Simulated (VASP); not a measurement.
# SiNi3 (Pm-3m) in VASP: notebook

SiNi3 is run at these levels: PBE; tasks: single point.

Everything below comes from runs of VASP 6.6.1. Logs are shortened: lines on timing, memory, paths and dates and some standing lists are left out, and cuts for length are marked.

**1. The cell of the first run**

Symmetry: Pm-3m, No. 221, cubic system. Conventional cell: a = 3.542 Å, b = 3.542 Å, c = 3.542 Å, α = 90.00°, β = 90.00°, γ = 90.00°. Si (site symmetry m-3m) has 12 Ni at 2.50 Å within 3.3 Å. Within 3.3 Å of Ni (site symmetry 4/mmm) lie 4 Si at 2.50 Å and 8 Ni at 2.50 Å.

**2. Single point, PBE, collinear spin, ferromagnetic start**

The input, INCAR:

```
SYSTEM = SiNi3
  PREC = Accurate
  ENCUT = 520
  EDIFF = 1E-6
  ISMEAR = -1
  SIGMA = 0.05
  LREAL = .False.
  LASPH = .True.
  NELM = 150
  ALGO = Normal
  ISIF = 2
  LWAVE = .False.
  LCHARG = .False.
  ISPIN = 2
  MAGMOM = 0 0.8 0.8 0.8
  LORBIT = 11
  NUPDOWN = 2.4
  LMAXMIX = 4
  GGA = PE
  NBANDS = 29
```

The input, KPOINTS:

```
regular mesh
0
Gamma
  7 7 7
  0 0 0
```

The input, POSCAR:

```
SiNi3
1.0
    3.5420000000      0.0000000000      0.0000000000
    0.0000000000      3.5420000000      0.0000000000
    0.0000000000      0.0000000000      3.5420000000
Si Ni
1 3
Direct
    0.0000000000      0.0000000000      0.0000000000
    0.0000000000      0.5000000000      0.5000000000
    0.5000000000      0.0000000000      0.5000000000
    0.5000000000      0.5000000000      0.0000000000
```

Potentials or basis: VASP PAW PBE potentials, release 64 (Si, Ni).

Run with:

```sh
cat potpaw_PBE.64/Si/POTCAR potpaw_PBE.64/Ni/POTCAR > POTCAR
mpirun -np 1 vasp_std > vasp.out
```

OUTCAR:

```text
SYSTEM = SiNi3
   PREC = Accurate
   ENCUT = 520
   EDIFF = 1E-6
   ISMEAR = -1
   LREAL = .False.
   LASPH = .True.
   NELM = 150
   ISIF = 2
   ISPIN = 2
   LORBIT = 11
   NUPDOWN = 2.4
   GGA = PE

 ion  position               nearest neighbor table
   1  0.000  0.000  0.000-   2 2.50   3 2.50   4 2.50   2 2.50   3 2.50   2 2.50   4 2.50   2 2.50
                             3 2.50   4 2.50   3 2.50   4 2.50
   2  0.000  0.500  0.500-   1 2.50   3 2.50   4 2.50   1 2.50   4 2.50   1 2.50   3 2.50   1 2.50
                             3 2.50   4 2.50   4 2.50   3 2.50
   3  0.500  0.000  0.500-   1 2.50   2 2.50   4 2.50   1 2.50   4 2.50   2 2.50   4 2.50   4 2.50
                             1 2.50   2 2.50   1 2.50   2 2.50
   4  0.500  0.500  0.000-   1 2.50   2 2.50   3 2.50   2 2.50   3 2.50   1 2.50   3 2.50   3 2.50
                             1 2.50   2 2.50   2 2.50   1 2.50

  LATTYP: Found a simple cubic cell.
 ALAT       =     3.5420000000

  Lattice vectors:

 A1 = (   3.5420000000,   0.0000000000,   0.0000000000)
 A2 = (   0.0000000000,   3.5420000000,   0.0000000000)
 A3 = (   0.0000000000,   0.0000000000,   3.5420000000)

Analysis of symmetry for initial positions (statically):
=====================================================================
 Subroutine PRICEL returns:
 Original cell was already a primitive cell.

 Routine SETGRP: Setting up the symmetry group for a
 simple cubic supercell.

 Subroutine GETGRP returns: Found 48 space group operations
 (whereof 48 operations were pure point group operations)
 out of a pool of 48 trial point group operations.

The static configuration has the point symmetry O_h .

Analysis of symmetry for dynamics (positions and initial velocities):
=====================================================================
 Subroutine PRICEL returns:
 Original cell was already a primitive cell.

 Routine SETGRP: Setting up the symmetry group for a
 simple cubic supercell.

 Subroutine GETGRP returns: Found 48 space group operations
 (whereof 48 operations were pure point group operations)
 out of a pool of 48 trial point group operations.

The dynamic configuration has the point symmetry O_h .

Analysis of structural, dynamic, and magnetic symmetry:
=====================================================================
 Subroutine PRICEL returns:
 Original cell was already a primitive cell.

 Routine SETGRP: Setting up the symmetry group for a
 simple cubic supercell.

 Subroutine GETGRP returns: Found 48 space group operations
 (whereof 48 operations were pure point group operations)
 out of a pool of 48 trial point group operations.

The overall configuration has the point symmetry O_h .

 Subroutine INISYM returns: Found 48 space group operations
 (whereof 48 operations are pure point group operations),
 and found     1 'primitive' translations

----------------------------------------------------------------------------------------

                                     Primitive cell

  volume of cell :      44.4371

  direct lattice vectors                    reciprocal lattice vectors
     3.542000000  0.000000000  0.000000000     0.282326369  0.000000000  0.000000000
     0.000000000  3.542000000  0.000000000     0.000000000  0.282326369  0.000000000
     0.000000000  0.000000000  3.542000000     0.000000000  0.000000000  0.282326369

  length of vectors
     3.542000000  3.542000000  3.542000000     0.282326369  0.282326369  0.282326369

  position of ions in fractional coordinates (direct lattice)
     0.000000000  0.000000000  0.000000000
     0.000000000  0.500000000  0.500000000
     0.500000000  0.000000000  0.500000000
     0.500000000  0.500000000  0.000000000

  ion indices of the primitive-cell ions
   primitive index   ion index
                 1           1
                 2           2
                 3           3
                 4           4

----------------------------------------------------------------------------------------

 KPOINTS: regular mesh

Automatic generation of k-mesh.
 Grid dimensions read from file:
 generate k-points for:    7    7    7

 Generating k-lattice:

  Cartesian coordinates                     Fractional coordinates (reciprocal lattice)
     0.040332338  0.000000000  0.000000000     0.142857143  0.000000000  0.000000000
     0.000000000  0.040332338  0.000000000     0.000000000  0.142857143  0.000000000
     0.000000000  0.000000000  0.040332338     0.000000000  0.000000000  0.142857143

  Length of vectors
     0.040332338  0.040332338  0.040332338

  Shift w.r.t. Gamma in fractional coordinates (k-lattice)
     0.000000000  0.000000000  0.000000000

 Subroutine IBZKPT returns following result:
 ===========================================

 Found     20 irreducible k-points:

 Following reciprocal coordinates:
            Coordinates               Weight
  0.000000  0.000000  0.000000      1.000000
  0.142857  0.000000  0.000000      6.000000
  0.285714  0.000000  0.000000      6.000000
  0.428571  0.000000  0.000000      6.000000
  0.142857  0.142857  0.000000     12.000000
  0.285714  0.142857  0.000000     24.000000
[... 12 lines left out ...]
  0.428571  0.428571  0.285714     24.000000
  0.428571  0.428571  0.428571      8.000000
   k-points           NKPTS =     20   k-points in BZ     NKDIM =     20   number of bands    NBANDS=     29
   number of dos      NEDOS =    301   number of ions     NIONS =      4
   total plane-waves  NPLWV =  21952
   dimension x,y,z NGX =    28 NGY =   28 NGZ =   28
   dimension x,y,z NGXF=    56 NGYF=   56 NGZF=   56
   ions per type =               1   3
   NGX,Y,Z   is equivalent  to a cutoff of  13.14, 13.14, 13.14 a.u.
   NGXF,Y,Z  is equivalent  to a cutoff of  26.28, 26.28, 26.28 a.u.
 SYSTEM =  SiNi3
   PREC   = accura    normal or accurate (medium, high low for compatibility)
   ISTART =      0    job   : 0-new  1-cont  2-samecut
   ICHARG =      2    charge: 1-file 2-atom 10-const
   ISPIN  =      2    spin polarized calculation?
   LNONCOLLINEAR =      F non collinear calculations
   LSORBIT =      F    spin-orbit coupling
   LASPH  =      T    aspherical Exc in radial PAW
   ENCUT  =  520.0 eV  38.22 Ry    6.18 a.u.   6.59  6.59  6.59*2*pi/ulx,y,z
   NELM   =    150;   NELMIN=  2; NELMDL= -5     # of ELM steps
   EDIFF  = 0.1E-05   stopping-criterion for ELM
   LREAL  =      F    real-space projection
   EDIFFG = 0.1E-04   stopping-criterion for IOM
   NSW    =      0    number of steps for IOM
   IBRION =     -1    ionic relax: 0-MD 1-quasi-New 2-CG
   NFREE  =      0    steps in history (QN), initial steepest desc. (CG)
   ISIF   =      2    stress and relaxation
   ISYM   =      2    0-nonsym 1-usesym 2-fastsym
   POTIM  = 0.5000    time-step for ionic-motion
   TEBEG  =    0.0;   TEEND  =   0.0 temperature during run
   PSTRESS=    0.0 pullay stress
   NELECT =      34.0000    total number of electrons
   NUPDOWN=       2.4000    fix difference up-down
   EMIN   =  10.00;   EMAX   =-10.00  energy-range for DOS
   EFERMI =   0.00;   METHOD = LEGACY
   ISMEAR =    -1;   SIGMA  =   0.05  broadening in eV -4-tet -1-fermi 0-gaus
   EFERMI_NEDOS =   21; number of points for ismear=-14 and -15
   IALGO  =     38    algorithm
   IMIX   =      4    mixing-type and parameters
     AMIX     =   0.40;   BMIX     =  1.00
     AMIX_MAG =   1.60;   BMIX_MAG =  1.00
  volume/ion in A,a.u.               =      11.11        74.97
  Fermi-wavevector in a.u.,A,eV,Ry     =   1.497336  2.829555 30.504465  2.242015
  Thomas-Fermi vector in A             =   2.609237
   LORBIT       =     11    0 simple, 1 ext, 2 COOP (PROOUT), +10 PAW based schemes
   GGA     = PE    functional components
   LHFCALC =     F    Hartree Fock is set to
   AEXX    =    0.0000 exact exchange contribution
   IVDW    =     0    specifies the selected vdW correction
   LEPSILON=     F    determine dielectric tensor
   LRPA    =     F    only Hartree local field effects (RPA)
 spin polarized calculation
  energy-cutoff  :      520.00
  volume of cell :       44.44
 maximum number of plane-waves:      1217
 NGX is ok and might be reduce to    28
   NGX = 13   NGY = 13   NGZ = 13

 number of electron      33.9999988 magnetization       2.3999998

 Free energy of the ion-electron system (eV)
  ---------------------------------------------------
  ext. energy  EPLUGINS =         0.00000000
  ---------------------------------------------------
  free energy    TOTEN  =       -22.96502700 eV

  energy without entropy =      -22.94133379  energy(sigma->0) =      -22.95318040

 E-fermi :   9.8117     XC(G=0): -12.9418

 val. band max:       10.9632669735   @ k =   0.2857   0.1429   0.1429
 cond. band min:       9.8191262420   @ k =   0.1429   0.1429   0.1429
 fundamental gap:     -1.1441407314
 Fermi energy:        11.0640939687

 spin component 1

 k-point     1 :       0.0000    0.0000    0.0000
  band No.  band energies     occupation
      1      -1.4794      1.00000
      2       5.1969      1.00000
      3       5.9448      1.00000
      4       5.9448      1.00000
      5       6.2699      1.00000
      6       6.2699      1.00000
[... 607 lines left out ...]
      6       6.6083      1.00000
[... 21 lines left out ...]
     28      28.1280      0.00000
     29      29.1999      0.00000
 Fermi energy:         9.8117124936

 spin component 2

 k-point     1 :       0.0000    0.0000    0.0000
  band No.  band energies     occupation
      1      -1.3464      1.00000
      2       5.5067      1.00000
      3       6.4979      1.00000
      4       6.4979      1.00000
      5       7.0141      1.00000
      6       7.0141      1.00000
[... 629 lines left out ...]
     28      28.3129      0.00000
     29      29.3187      0.00000

------------------------ aborting loop because EDIFF is reached ----------------------------------------

  FORCE on cell =-STRESS in cart. coord.  units (eV):
  Direction    XX          YY          ZZ          XY          YZ          ZX
  --------------------------------------------------------------------------------------
  -------------------------------------------------------------------------------------
  Total       -0.2029476     -0.2029476     -0.2029476     -0.0000000     -0.0000000      0.0000000
  in kB       -7.3172652     -7.3172652     -7.3172652     -0.0000000     -0.0000000      0.0000000
  external PRESSURE =      -7.3172652 kB  Pullay stress =       0.0000000 kB

 VOLUME and BASIS-vectors are now :
 -----------------------------------------------------------------------------
  energy-cutoff  :      520.00
  volume of cell :       44.44
      direct lattice vectors                 reciprocal lattice vectors
     3.542000000  0.000000000  0.000000000     0.282326369  0.000000000  0.000000000
     0.000000000  3.542000000  0.000000000     0.000000000  0.282326369  0.000000000
     0.000000000  0.000000000  3.542000000     0.000000000  0.000000000  0.282326369

 POSITION                                       TOTAL-FORCE (eV/Angst)
 -----------------------------------------------------------------------------------
      0.00000      0.00000      0.00000         0.000000      0.000000      0.000000
      0.00000      1.77100      1.77100         0.000000      0.000000      0.000000
      1.77100      0.00000      1.77100         0.000000      0.000000      0.000000
      1.77100      1.77100      0.00000         0.000000      0.000000      0.000000
 -----------------------------------------------------------------------------------
    total drift:                                0.000000      0.000000      0.000000

  FREE ENERGIE OF THE ION-ELECTRON SYSTEM (eV)
  ---------------------------------------------------
  free  energy   TOTEN  =       -22.9650270005 eV

  energy  without entropy=      -22.9413337914  energy(sigma->0) =      -22.95318040

 total charge

# of ion       s       p       d       tot
------------------------------------------
    1        0.720   0.844   0.000   1.564
    2        0.480   0.560   8.340   9.379
    3        0.480   0.560   8.340   9.379
    4        0.480   0.560   8.340   9.379
--------------------------------------------------
tot          2.159   2.524  25.020  29.702

 magnetization (x)

# of ion       s       p       d       tot
------------------------------------------
    1        0.015   0.066   0.000   0.082
    2        0.004   0.016   0.727   0.747
    3        0.004   0.016   0.727   0.747
    4        0.004   0.016   0.727   0.747
--------------------------------------------------
tot          0.027   0.114   2.182   2.323
```

Run time: 62 s. Hardware: 1 thread of Intel Xeon Platinum 8488C (Sapphire Rapids), shared host; peak memory 0.19 GiB.

Results:

```
Free energy                                           : -22.9650 eV
Pressure                                              : -0.7 GPa
Net moment                                            : 2.40 μB per cell
Site moments                                          : Si +0.08; Ni +0.75 μB
Valence electrons inside the program's atomic spheres : Si 1.56; Ni 9.38
```

Caveat: the total moment is fixed, so each spin has its own Fermi level.

**3. Single point, PBE, collinear spin, ferromagnetic start**

The input, INCAR:

```
ALGO     = Normal         # electronic algorithm
EDIFF    = 1E-6           # SCF threshold, eV
ENCUT    = 520            # plane-wave cutoff, eV
GGA      = PE             # functional
ISIF     = 2              # what is computed and relaxed
ISMEAR   = -1             # smearing method
ISPIN    = 2              # spin polarisation
LASPH    = T              # aspherical terms in the spheres
LCHARG   = F              # write CHGCAR
LMAXMIX  = 4              # l up to which the mixer works
LORBIT   = 11             # projections on sites
LREAL    = F              # projectors in reciprocal space
LWAVE    = F              # write WAVECAR
MAGMOM   = 0 1.2 1.2 1.2  # initial moments
NBANDS   = 29             # bands
NELM     = 150            # most SCF steps
NUPDOWN  = 3.6            # fixed moment
PREC     = Accurate       # precision mode
SIGMA    = 0.05           # smearing width, eV
```

The input, KPOINTS:

```
k-points
0
Gamma
  7 7 7
```

POSCAR is that of step 2.

Potentials or basis: VASP PAW PBE potentials, release 64 (Si, Ni).

Run with:

```sh
cat potpaw_PBE.64/Si/POTCAR potpaw_PBE.64/Ni/POTCAR > POTCAR
mpirun -np 1 vasp_std > vasp.out
```

OUTCAR:

```text
EDIFF = 1E-6
   ENCUT = 520
   GGA = PE
   ISIF = 2
   ISMEAR = -1
   ISPIN = 2
   LASPH = T
   LORBIT = 11
   LREAL = F
   NELM = 150
   NUPDOWN = 3.6
   PREC = Accurate

 ion  position               nearest neighbor table
   1  0.000  0.000  0.000-   2 2.50   3 2.50   4 2.50   2 2.50   3 2.50   2 2.50   4 2.50   2 2.50
                             3 2.50   4 2.50   3 2.50   4 2.50
   2  0.000  0.500  0.500-   1 2.50   3 2.50   4 2.50   1 2.50   4 2.50   1 2.50   3 2.50   1 2.50
                             3 2.50   4 2.50   4 2.50   3 2.50
   3  0.500  0.000  0.500-   1 2.50   2 2.50   4 2.50   1 2.50   4 2.50   2 2.50   4 2.50   4 2.50
                             1 2.50   2 2.50   1 2.50   2 2.50
   4  0.500  0.500  0.000-   1 2.50   2 2.50   3 2.50   2 2.50   3 2.50   1 2.50   3 2.50   3 2.50
                             1 2.50   2 2.50   2 2.50   1 2.50

  LATTYP: Found a simple cubic cell.
 ALAT       =     3.5420000000
[... 1487 lines left out ...]

  FORCE on cell =-STRESS in cart. coord.  units (eV):
  Direction    XX          YY          ZZ          XY          YZ          ZX
  --------------------------------------------------------------------------------------
  -------------------------------------------------------------------------------------
  Total        1.4749605      1.4749605      1.4749605      0.0000000     -0.0000000      0.0000000
  in kB       53.1796283     53.1796283     53.1796283      0.0000000     -0.0000000      0.0000000
  external PRESSURE =      53.1796283 kB  Pullay stress =       0.0000000 kB

 VOLUME and BASIS-vectors are now :
 -----------------------------------------------------------------------------
  energy-cutoff  :      520.00
  volume of cell :       44.44
      direct lattice vectors                 reciprocal lattice vectors
     3.542000000  0.000000000  0.000000000     0.282326369  0.000000000  0.000000000
     0.000000000  3.542000000  0.000000000     0.000000000  0.282326369  0.000000000
     0.000000000  0.000000000  3.542000000     0.000000000  0.000000000  0.282326369

 POSITION                                       TOTAL-FORCE (eV/Angst)
 -----------------------------------------------------------------------------------
      0.00000      0.00000      0.00000         0.000000      0.000000      0.000000
      0.00000      1.77100      1.77100         0.000000      0.000000      0.000000
      1.77100      0.00000      1.77100         0.000000      0.000000      0.000000
      1.77100      1.77100      0.00000         0.000000      0.000000      0.000000
 -----------------------------------------------------------------------------------
    total drift:                                0.000000      0.000000      0.000000

  FREE ENERGIE OF THE ION-ELECTRON SYSTEM (eV)
  ---------------------------------------------------
  free  energy   TOTEN  =       -21.8447571172 eV

  energy  without entropy=      -21.8019994415  energy(sigma->0) =      -21.82337828

 total charge

# of ion       s       p       d       tot
------------------------------------------
    1        0.720   0.871   0.000   1.591
    2        0.485   0.573   8.300   9.359
    3        0.485   0.573   8.300   9.359
    4        0.485   0.573   8.300   9.359
--------------------------------------------------
tot          2.177   2.592  24.900  29.668

 magnetization (x)

# of ion       s       p       d       tot
------------------------------------------
    1        0.047   0.148   0.000   0.195
    2        0.015   0.064   0.966   1.045
    3        0.015   0.064   0.966   1.045
    4        0.015   0.064   0.966   1.045
--------------------------------------------------
tot          0.092   0.339   2.899   3.331
```

OSZICAR:

```text
N       E                     dE             d eps       ncg     rms          rms(c)
DAV:   1     0.209415724812E+03    0.20942E+03   -0.14557E+04  2376   0.152E+03
DAV:   2    -0.119763041140E+02   -0.22139E+03   -0.20672E+03  2320   0.303E+02
DAV:   3    -0.261672030200E+02   -0.14191E+02   -0.13456E+02  2575   0.920E+01
DAV:   4    -0.264264130353E+02   -0.25921E+00   -0.25867E+00  2591   0.120E+01
DAV:   5    -0.264338451842E+02   -0.74321E-02   -0.74314E-02  2933   0.180E+00    0.213E+01
DAV:   6    -0.249758295171E+02    0.14580E+01   -0.32605E+01  2797   0.996E+01    0.195E+01
DAV:   7    -0.218916742919E+02    0.30842E+01   -0.86364E+00  2825   0.505E+01    0.530E+00
DAV:   8    -0.218788634866E+02    0.12811E-01   -0.25402E-01  2833   0.353E+00    0.297E+00
DAV:   9    -0.218494356675E+02    0.29428E-01   -0.20835E-02  3426   0.186E+00    0.830E-01
DAV:  10    -0.218454001194E+02    0.40355E-02   -0.41607E-03  3242   0.852E-01    0.302E-01
DAV:  11    -0.218448687419E+02    0.53138E-03   -0.13037E-03  3019   0.380E-01    0.133E-01
DAV:  12    -0.218447614976E+02    0.10724E-03   -0.16670E-04  3481   0.160E-01    0.560E-02
DAV:  13    -0.218447616625E+02   -0.16492E-06   -0.38122E-05  2700   0.582E-02    0.352E-02
DAV:  14    -0.218447598410E+02    0.18215E-05   -0.75759E-06  2464   0.259E-02    0.132E-02
DAV:  15    -0.218447586703E+02    0.11707E-05   -0.96070E-07  1390   0.114E-02    0.688E-03
DAV:  16    -0.218447573895E+02    0.12808E-05   -0.31567E-07  1263   0.488E-03    0.226E-03
DAV:  17    -0.218447571172E+02    0.27238E-06   -0.13606E-07  1210   0.276E-03
   1 F= -.21844757E+02 E0= -.21823378E+02  d E =-.427577E-01  mag=     3.6000
```

Wall time 66 s (1 thread of Intel Xeon Platinum 8488C (Sapphire Rapids), shared host); peak memory 0.19 GiB.

Results:

```yaml
Free_energy: -21.8448 eV
Pressure: 5.3 GPa
Net_moment: 3.60 μB per cell
Site_moments: Si +0.20; Ni +1.04 μB
Valence_electrons_inside_the_program's_atomic_spheres: Si 1.59; Ni 9.36
```

Caveat: the total moment is fixed, so each spin has its own Fermi level.
